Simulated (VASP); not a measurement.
Wanted: the native input for a VASP 6.6.1 run.

* Task: single point
* Functional: PBE
* Potentials or basis: VASP PAW PBE potentials, release 64 (Li_sv, Se)
* Cutoff: 520 eV
* k mesh: 6 × 6 × 4
* Occupations: gaussian, width 0.1 eV
* Spin: no spin polarisation
* Dipole correction: no
* Further INCAR settings: ALGO = Normal; EDIFF = 1e-06; NBANDS = 18

The structure of LiSe3 lies in POSCAR:

```
LiSe3
1.0
    3.7581570601      0.0000000000      0.0000000000
   -1.8790785301      3.2546594855      0.0000000000
    0.0000000000      0.0000000000      7.7808241929
Li Se
1 3
Direct
    0.0000000000      0.0000000000      0.5000000000
    0.6666666667      0.3333333333      0.6814903996
    0.6666666667      0.3333333333      0.3185096004
    0.6666666667      0.3333333333      0.0000000000
```

The input as run:

INCAR

```
SYSTEM = LiSe3
  PREC = Accurate
  ENCUT = 520
  EDIFF = 1E-6
  ISMEAR = 0
  SIGMA = 0.1
  LREAL = .FALSE.
  LASPH = .TRUE.
  NELM = 100
  ALGO = Normal
  ISIF = 2
  LWAVE = .FALSE.
  LCHARG = .TRUE.
  GGA = PE
  LELF = .TRUE.
  LVHAR = .TRUE.
  NBANDS = 18
```

KPOINTS

```
regular mesh
0
G
  6 6 4
  0 0 0
```

Potentials or basis: VASP PAW PBE potentials, release 64 (Li_sv, Se).

The run is started by

```sh
$ cat potpaw_PBE.64/Li_sv/POTCAR potpaw_PBE.64/Se/POTCAR > POTCAR
$ mpirun -np 1 vasp_std > vasp.out
```

It gave:

- Largest force: 0.011 eV/Å

Run time: 17 s on 1 thread of Intel(R) Xeon(R) 6975P-C (Granite Rapids), with other jobs on the host, peak memory 0.2 GiB.
